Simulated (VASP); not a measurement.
Cu, 1 atom in the cell. Symmetry: Fm-3m, No. 225, cubic system. The conventional cell has a = 3.610 Å, b = 3.610 Å, c = 3.610 Å, α = 90.00°, β = 90.00°, γ = 90.00°. Within 3.4 Å of Cu (site symmetry m-3m) lie 12 Cu at 2.55 Å. 

```yaml
Program: VASP 6.6.1
Task: relaxation of cell and atoms
Functional: PBEsol
Potentials_or_basis: VASP PAW PBE potentials, release 64 (Cu)
Cutoff: 600 eV
k_mesh: 38 × 38 × 38
Occupations: gaussian, width 0.1 eV
Spin: no spin polarisation
Dipole_correction: no
Further_INCAR_settings: ALGO = Fast; EDIFF = 1e-07; IBRION = 2; EDIFFG = -0.003; NSW = 80; ISIF = 3
```

Potentials or basis: VASP PAW PBE potentials, release 64 (Cu).

Command:

```sh
$ cat potpaw_PBE.64/Cu/POTCAR > POTCAR
$ mpirun -np 1 vasp_std > vasp.out
```

Hardware: 1 thread of Intel(R) Xeon(R) Platinum 8488C (Sapphire Rapids) (shared host).

Question: How long does it take, and how much memory?

Answer: It took 13 min on 1 thread of Intel(R) Xeon(R) Platinum 8488C (Sapphire Rapids), with other jobs on the host, peak memory 0.36 GiB. Counts: scf iterations 79, k points 1440, ion steps 9.
